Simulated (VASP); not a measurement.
Crystal: MoS2.

```
Mo S
1.0
     1.61099    0.93010    6.27062
    -1.61099    0.93010    6.27062
     0.00000   -1.86021    6.27062
Mo S
1 2
Direct
  0.00000 0.00000 0.00000
  0.41700 0.41700 0.41700
  0.25000 0.25000 0.25000
```

This cell differs from its parent crystal: volume scaled by 1.06.

Base run:

- Program: VASP 6.6.1
- Functional: PBEsol
- Potentials or basis: VASP PAW PBE potentials, release 64 (Mo_sv, S)
- Cutoff: 520 eV
- k mesh: 10 × 10 × 10
- Occupations: fermi-dirac, width 0.05 eV
- Spin: no spin polarisation

Its results: band gap on the k mesh 0.97 eV, indirect (least direct gap 1.81 eV); pressure -7.7 GPa; largest force 0.733 eV/Å.

The run is repeated on the same cell with these changes: functional from PBEsol to LDA; potentials or basis from VASP PAW PBE potentials, release 64 (Mo_sv, S) to VASP PAW LDA potentials, release 64 (Mo_sv, S). What comes out?

Band gap on the k mesh 0.93 eV, indirect (least direct gap 1.81 eV); pressure -10.1 GPa; largest force 0.879 eV/Å.

Caveats: the PAW data sets were made with another functional, which shifts forces and pressure a little (some runs).

A k mesh can miss the band edges.
